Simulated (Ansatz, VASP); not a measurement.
**InSb3 in VASP and in Ansatz**

```
In Sb
1.0
     4.66945   -0.16849   -0.16849
    -0.16849    4.66945   -0.16849
    -0.16849   -0.16849    4.66945
In Sb
1 3
Direct
  0.00000 0.00000 0.00000
  0.50000 0.00000 0.50000
  0.00000 0.50000 0.50000
  0.50000 0.50000 0.00000
```

Change from the starting cell: equal engineering shear yz, xz and xy -0.0700, equal normal strain along x, y and z -0.0300.

Alike in both runs: task single point; functional PBE; k mesh 8 × 8 × 8; occupations gaussian, width 0.15 eV; no spin polarisation.

```csv
,VASP,Ansatz
version,VASP 6.6.1,Ansatz 0.2.0
potentials or method,"VASP PAW PBE potentials, release 64 (In_d, Sb), cutoff 520 eV","scalar-relativistic, plane waves, PAW"
valence electrons in the cell,28,58
```

|  | VASP | Ansatz | Ansatz less VASP |
| --- | --- | --- | --- |
| gap on the k mesh at the Fermi level (eV) | none | none | - |
| pressure (GPa) | 6.5 | 6.5 | +0.08 |
| traceless stress, the component that is largest in VASP (GPa) | 1.18 | 1.17 | -0.006 |

A gap of «none» marks a metal or a gap that the smearing closes. The functional is the same, so the differences come from potentials, cutoffs and numerics. VASP's potentials hold 28 valence electrons a cell and Ansatz's 58, so a difference there can come from the potentials and not from the codes.

Neither program's run includes spin-orbit coupling.
